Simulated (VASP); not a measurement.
# Si (a cell with a defect) in VASP: single point with r2SCAN

Aim: the single point of Si (a cell with a defect) with r2SCAN.

Everything below comes from runs of VASP 6.6.1. Logs are shortened: lines on timing, memory, paths and dates and some standing lists are left out, and cuts for length are marked.

### Step 1. The cell of the first run

The cell holds a defect, 17 atoms: a = 7.679 Å, b = 7.679 Å, c = 7.679 Å, α = 60.00°, β = 60.00°, γ = 60.00°.

### Step 2. Single point, r2SCAN

The input, POSCAR:

```
Si
1.0
    0.0000000000      5.4300000000      5.4300000000
    5.4300000000      0.0000000000      5.4300000000
    5.4300000000      5.4300000000      0.0000000000
Si
17
Direct
   -0.0152286372      0.0462652855     -0.0152929098
    0.1278212707      0.1300453959      0.1277855433
    0.0084393186     -0.0066043278      0.4993446593
    0.1277624309      0.1302189687      0.6147554328
    0.0107924494      0.5014631676      0.0109895028
    0.1103447514      0.6696904236      0.1102928177
    0.0103279926      0.5016732965      0.4775351750
    0.1433013812      0.6223015654      0.6176339779
    0.4993842541     -0.0065061694      0.0083877532
    0.6148045120      0.1303820442      0.1276418969
    0.4993429098     -0.0063561694      0.4992104972
    0.6375712707      0.0879034991      0.6375429098
    0.4776867403      0.5018559853      0.0102721915
    0.6176388582      0.6223745856      0.1432360958
    0.5126308471      0.4626052486      0.5125750460
    0.6172642726      0.6225351750      0.6172206262
    0.8172365562      0.5494684162      0.8169350829
```

The input, INCAR.step1:

```
PREC = Accurate ; ENCUT = 520
ISMEAR = -1 ; SIGMA = 0.02
LREAL = Auto ; LASPH = True
NELM = 60 ; NBANDS = 48
GGA = PE ; ALGO = Normal
EDIFF = 1E-4 ; LWAVE = True
LCHARG = False
```

The input, INCAR.step2:

```
PREC = Accurate ; ENCUT = 520
EDIFF = 1E-6 ; ISMEAR = -1
SIGMA = 0.02 ; LREAL = Auto
LASPH = True ; NELM = 60
ALGO = Normal ; ISIF = 2
LWAVE = False ; LCHARG = True
METAGGA = R2SCAN ; LMIXTAU = True
LELF = True ; LVHAR = True
NBANDS = 48 ; ISTART = 1
```

The input, KPOINTS:

```
regular mesh
0
Gamma
  2 2 2
```

Potentials or basis: VASP PAW PBE potentials, release 64 (Si).

Started as:

```
cat potpaw_PBE.64/Si/POTCAR > POTCAR
cp INCAR.step1 INCAR
mpirun -np 1 vasp_std > vasp.out
cp INCAR.step2 INCAR
mpirun -np 1 vasp_std > vasp.out
```

OUTCAR:

```text
PREC = Accurate
   ENCUT = 520
   EDIFF = 1E-6
   ISMEAR = -1
   LREAL = Auto
   LASPH = True
   NELM = 60
   ISIF = 2
   METAGGA = R2SCAN
   ISTART = 1

 ion  position               nearest neighbor table
   1  0.985  0.046  0.985-   2 2.33  10 2.33   4 2.33   6 2.36
   2  0.128  0.130  0.128-   5 2.33   9 2.33   3 2.33   1 2.33
   3  0.008  0.993  0.499-   8 2.33   2 2.33   4 2.33  12 2.33
   4  0.128  0.130  0.615-   7 2.33   3 2.33  11 2.33   1 2.33
   5  0.011  0.501  0.011-   6 2.32   2 2.33  17 2.38  14 2.47   8 2.47
   6  0.110  0.670  0.110-   5 2.32   7 2.32  13 2.32   1 2.36
   7  0.010  0.502  0.478-   6 2.32   4 2.33  17 2.38  16 2.47   8 2.47
   8  0.143  0.622  0.618-   3 2.33  15 2.33  17 2.37   5 2.47   7 2.47
   9  0.499  0.993  0.008-  14 2.33   2 2.33  10 2.33  12 2.33
  10  0.615  0.130  0.128-  13 2.33   9 2.33  11 2.33   1 2.33
  11  0.499  0.994  0.499-  16 2.33  10 2.33   4 2.33  12 2.33
  12  0.638  0.088  0.638-  11 2.33   9 2.33   3 2.33  15 2.35
  13  0.478  0.502  0.010-   6 2.32  10 2.33  17 2.38  16 2.47  14 2.47
  14  0.618  0.622  0.143-   9 2.33  15 2.33  17 2.38   5 2.47  13 2.47
  15  0.513  0.463  0.513-  16 2.33   8 2.33  14 2.33  12 2.35
  16  0.617  0.623  0.617-  15 2.33  11 2.33  17 2.38  13 2.47   7 2.47
  17  0.817  0.549  0.817-   8 2.37  14 2.38  16 2.38   7 2.38  13 2.38   5 2.38

  LATTYP: Found a face centered cubic cell.
 ALAT       =    10.8600000000

  Lattice vectors:

 A1 = (   0.0000000000,   5.4300000000,   5.4300000000)
 A2 = (   5.4300000000,   0.0000000000,   5.4300000000)
 A3 = (   5.4300000000,   5.4300000000,   0.0000000000)

Analysis of symmetry for initial positions (statically):
=====================================================================
 Subroutine PRICEL returns:
 Original cell was already a primitive cell.

 Routine SETGRP: Setting up the symmetry group for a
 face centered cubic supercell.

 Subroutine GETGRP returns: Found  1 space group operations
 (whereof  1 operations were pure point group operations)
 out of a pool of 48 trial point group operations.

The static configuration has the point symmetry C_1 .

Analysis of symmetry for dynamics (positions and initial velocities):
=====================================================================
 Subroutine PRICEL returns:
 Original cell was already a primitive cell.

 Routine SETGRP: Setting up the symmetry group for a
 face centered cubic supercell.

 Subroutine GETGRP returns: Found  1 space group operations
 (whereof  1 operations were pure point group operations)
 out of a pool of 48 trial point group operations.

The dynamic configuration has the point symmetry C_1 .

 Subroutine INISYM returns: Found  1 space group operations
 (whereof  1 operations are pure point group operations),
 and found     1 'primitive' translations

----------------------------------------------------------------------------------------

                                     Primitive cell

  volume of cell :     320.2060

  direct lattice vectors                    reciprocal lattice vectors
     0.000000000  5.430000000  5.430000000    -0.092081031  0.092081031  0.092081031
     5.430000000  0.000000000  5.430000000     0.092081031 -0.092081031  0.092081031
     5.430000000  5.430000000  0.000000000     0.092081031  0.092081031 -0.092081031

  length of vectors
     7.679179644  7.679179644  7.679179644     0.159489025  0.159489025  0.159489025

  position of ions in fractional coordinates (direct lattice)
     0.984771363  0.046265285  0.984707090
     0.127821271  0.130045396  0.127785543
     0.008439319  0.993395672  0.499344659
     0.127762431  0.130218969  0.614755433
     0.010792449  0.501463168  0.010989503
     0.110344751  0.669690424  0.110292818
[... 9 lines left out ...]
     0.617264273  0.622535175  0.617220626
     0.817236556  0.549468416  0.816935083

  ion indices of the primitive-cell ions
   primitive index   ion index
                 1           1
                 2           2
                 3           3
                 4           4
                 5           5
                 6           6
[... 9 lines left out ...]
                16          16
                17          17

----------------------------------------------------------------------------------------

 KPOINTS: regular mesh

Automatic generation of k-mesh.
 Grid dimensions read from file:
 generate k-points for:    2    2    2

 Generating k-lattice:

  Cartesian coordinates                     Fractional coordinates (reciprocal lattice)
    -0.046040516  0.046040516  0.046040516     0.500000000  0.000000000  0.000000000
     0.046040516 -0.046040516  0.046040516     0.000000000  0.500000000  0.000000000
     0.046040516  0.046040516 -0.046040516     0.000000000  0.000000000  0.500000000

  Length of vectors
     0.079744512  0.079744512  0.079744512

  Shift w.r.t. Gamma in fractional coordinates (k-lattice)
     0.000000000  0.000000000  0.000000000

 Subroutine IBZKPT returns following result:
 ===========================================

 Found      8 irreducible k-points:

 Following reciprocal coordinates:
            Coordinates               Weight
  0.000000  0.000000  0.000000      1.000000
  0.500000  0.000000  0.000000      1.000000
  0.000000  0.500000  0.000000      1.000000
  0.000000  0.000000  0.500000      1.000000
  0.500000  0.500000  0.500000      1.000000
  0.500000  0.500000  0.000000      1.000000
  0.000000  0.500000  0.500000      1.000000
  0.500000  0.000000  0.500000      1.000000
   k-points           NKPTS =      8   k-points in BZ     NKDIM =      8   number of bands    NBANDS=     48
   number of dos      NEDOS =    301   number of ions     NIONS =     17
   total plane-waves  NPLWV = 216000
   dimension x,y,z NGX =    60 NGY =   60 NGZ =   60
   dimension x,y,z NGXF=   120 NGYF=  120 NGZF=  120
   ions per type =              17
   NGX,Y,Z   is equivalent  to a cutoff of  12.99, 12.99, 12.99 a.u.
   NGXF,Y,Z  is equivalent  to a cutoff of  25.98, 25.98, 25.98 a.u.
 SYSTEM =  unknown system
   PREC   = accura    normal or accurate (medium, high low for compatibility)
   ISTART =      1    job   : 0-new  1-cont  2-samecut
   ICHARG =      0    charge: 1-file 2-atom 10-const
   ISPIN  =      1    spin polarized calculation?
   LNONCOLLINEAR =      F non collinear calculations
   LSORBIT =      F    spin-orbit coupling
   LASPH  =      T    aspherical Exc in radial PAW
   ENCUT  =  520.0 eV  38.22 Ry    6.18 a.u.  14.28 14.28 14.28*2*pi/ulx,y,z
   NELM   =     60;   NELMIN=  2; NELMDL=  0     # of ELM steps
   EDIFF  = 0.1E-05   stopping-criterion for ELM
   LREAL  =      T    real-space projection
   EDIFFG = 0.1E-04   stopping-criterion for IOM
   NSW    =      0    number of steps for IOM
   IBRION =     -1    ionic relax: 0-MD 1-quasi-New 2-CG
   NFREE  =      0    steps in history (QN), initial steepest desc. (CG)
   ISIF   =      2    stress and relaxation
   ISYM   =      2    0-nonsym 1-usesym 2-fastsym
   POTIM  = 0.5000    time-step for ionic-motion
   TEBEG  =    0.0;   TEEND  =   0.0 temperature during run
   PSTRESS=    0.0 pullay stress
   NELECT =      68.0000    total number of electrons
   NUPDOWN=      -1.0000    fix difference up-down
   EMIN   =  10.00;   EMAX   =-10.00  energy-range for DOS
   EFERMI =   0.00;   METHOD = LEGACY
   ISMEAR =    -1;   SIGMA  =   0.02  broadening in eV -4-tet -1-fermi 0-gaus
   EFERMI_NEDOS =   21; number of points for ismear=-14 and -15
   IALGO  =     38    algorithm
   IMIX   =      4    mixing-type and parameters
     AMIX     =   0.40;   BMIX     =  1.00
     AMIX_MAG =   1.60;   BMIX_MAG =  1.00
  volume/ion in A,a.u.               =      18.84       127.11
  Fermi-wavevector in a.u.,A,eV,Ry     =   0.976715  1.845724 12.979587  0.953973
  Thomas-Fermi vector in A             =   2.107356
   LORBIT       =      0    0 simple, 1 ext, 2 COOP (PROOUT), +10 PAW based schemes
   METAGGA = R2SCAN    functional components
   LHFCALC =     F    Hartree Fock is set to
   AEXX    =    0.0000 exact exchange contribution
   IVDW    =     0    specifies the selected vdW correction
   LEPSILON=     F    determine dielectric tensor
   LRPA    =     F    only Hartree local field effects (RPA)
 non-spin polarized calculation
  energy-cutoff  :      520.00
  volume of cell :      320.21
 maximum number of plane-waves:      8646
 NGX is ok and might be reduce to    60
   NGX = 29   NGY = 29   NGZ = 29

 number of electron      68.0000000 magnetization

 Free energy of the ion-electron system (eV)
  ---------------------------------------------------
  ext. energy  EPLUGINS =         0.00000000
  ---------------------------------------------------
  free energy    TOTEN  =      -144.22686802 eV

  energy without entropy =     -144.21775798  energy(sigma->0) =     -144.22231300

 E-fermi :   6.8403     XC(G=0): -10.1467

 val. band max:        6.5232002282   @ k =   0.5000   0.0000   0.5000
 cond. band min:       6.8412852560   @ k =   0.0000   0.5000   0.0000
 fundamental gap:      0.3180850278
 Fermi energy:         6.8402541442

 k-point     1 :       0.0000    0.0000    0.0000
  band No.  band energies     occupation
      1      -6.9563      2.00000
      2      -4.5282      2.00000
      3      -4.2298      2.00000
      4      -4.2270      2.00000
      5      -3.9327      2.00000
      6      -3.0504      2.00000
[... 38 lines left out ...]
     45       8.9057      0.00000
     46       8.9928      0.00000

 k-point     2 :       0.5000    0.0000    0.0000
  band No.  band energies     occupation
      1      -6.4786      2.00000
      2      -5.6416      2.00000
      3      -4.2190      2.00000
      4      -4.0307      2.00000
      5      -3.7117      2.00000
      6      -3.5587      2.00000
[... 286 lines left out ...]
 k-point     8 :       0.5000    0.0000    0.5000
  band No.  band energies     occupation
      1      -6.3521      2.00000
      2      -5.3345      2.00000
      3      -4.6580      2.00000
      4      -4.4806      2.00000
      5      -4.3638      2.00000
      6      -4.1826      2.00000
[... 38 lines left out ...]
     45      10.6692      0.00000
     46      10.7524      0.00000
 [bands above 46 left out]

------------------------ aborting loop because EDIFF is reached ----------------------------------------

  FORCE on cell =-STRESS in cart. coord.  units (eV):
  Direction    XX          YY          ZZ          XY          YZ          ZX
  --------------------------------------------------------------------------------------
  -------------------------------------------------------------------------------------
  Total        7.7776005      7.7761131      7.7809591      0.8137303      0.8065224     -0.7845640
  in kB       38.9158689     38.9084262     38.9326739      4.0715667      4.0355019     -3.9256312
  external PRESSURE =      38.9189897 kB  Pullay stress =       0.0000000 kB

 VOLUME and BASIS-vectors are now :
 -----------------------------------------------------------------------------
  energy-cutoff  :      520.00
  volume of cell :      320.21
      direct lattice vectors                 reciprocal lattice vectors
     0.000000000  5.430000000  5.430000000    -0.092081031  0.092081031  0.092081031
     5.430000000  0.000000000  5.430000000     0.092081031 -0.092081031  0.092081031
     5.430000000  5.430000000  0.000000000     0.092081031  0.092081031 -0.092081031

 POSITION                                       TOTAL-FORCE (eV/Angst)
 -----------------------------------------------------------------------------------
      5.59818     10.69427      5.59853        -0.001148      0.000791     -0.000645
      1.40002      1.38795      1.40022         0.001839     -0.000427      0.001344
      8.10558      2.75727      5.43996        -0.000999      0.001094      0.003212
      4.04521      4.03187      1.40084         0.000108     -0.000855      0.001422
      2.78262      0.11828      2.78155        -0.006581     -0.004519     -0.004012
      4.23531      1.19806      4.23559        -0.004743      0.006326     -0.003605
[... 9 lines left out ...]
      6.73187      6.70325      6.73211         0.004231      0.005383      0.005638
      7.41957      8.87355      7.42121        -0.000485     -0.001595     -0.006433
 -----------------------------------------------------------------------------------
    total drift:                               -0.001654     -0.008124     -0.004060

  FREE ENERGIE OF THE ION-ELECTRON SYSTEM (eV)
  ---------------------------------------------------
  free  energy   TOTEN  =      -144.2268680167 eV

  energy  without entropy=     -144.2177579828  energy(sigma->0) =     -144.22231300
```

It took 13 min on 1 thread of Intel Xeon Platinum 8488C (Sapphire Rapids), shared host; peak memory 0.55 GiB.

What came out:

```
Free energy            : -144.2269 eV
Pressure               : 3.9 GPa
Largest force          : 0.011 eV/Å
Band gap on the k mesh : 0.02 eV
```

Forces in eV/Å, atoms in the order of the input:
```
Si  -0.001  0.001 -0.001
Si   0.002  0.000  0.001
Si  -0.001  0.001  0.003
Si   0.000 -0.001  0.001
Si  -0.007 -0.005 -0.004
Si  -0.005  0.006 -0.004
Si   0.000  0.008  0.001
Si   0.000 -0.004 -0.001
Si   0.002  0.001 -0.002
Si   0.001  0.000 -0.001
Si  -0.001 -0.003 -0.003
Si   0.003 -0.002  0.005
Si  -0.001  0.005 -0.002
Si  -0.001 -0.003  0.002
Si   0.005 -0.008  0.005
Si   0.004  0.005  0.006
Si   0.000 -0.002 -0.006
```

Levels at points of the mesh, in eV from the valence-band top:
```csv
k point,band 30,band 31,band 32,band 33,band 34,band 35,band 36,band 37,band 38,band 39
"(0.00, 0.00, 0.00)",-1.75,-1.70,-0.85,-0.85,-0.67,0.02,0.02,0.30,0.30,0.97
"(0.50, 0.00, 0.00)",-1.63,-1.60,-1.58,-1.00,-0.34,0.28,0.68,1.03,1.19,1.51
"(0.00, 0.50, 0.00)",-1.69,-1.53,-1.49,-1.49,0.00,0.53,0.54,1.25,1.25,1.36
"(0.00, 0.00, 0.50)",-1.63,-1.60,-1.58,-1.00,-0.33,0.28,0.68,1.03,1.19,1.51
"(0.50, 0.50, 0.50)",-1.63,-1.60,-1.58,-1.00,-0.33,0.27,0.68,1.03,1.19,1.51
"(0.50, 0.50, 0.00)",-2.16,-2.14,-2.00,-0.48,-0.32,0.55,1.48,1.60,1.69,2.16
"(0.00, 0.50, 0.50)",-2.17,-2.14,-2.00,-0.48,-0.32,0.55,1.48,1.60,1.69,2.16
"(0.50, 0.00, 0.50)",-2.17,-2.14,-2.00,-0.48,-0.32,0.55,1.48,1.60,1.69,2.15
```

Caveat: the k points lie up to 0.50 Å⁻¹ apart; the smearing spreads over this small gap; semilocal functionals underestimate gaps, and a narrow one can read as zero; the PAW data sets were made with another functional, which shifts forces and pressure a little.

The gap in the log of VASP goes by the Fermi energy; the results here count the filled bands.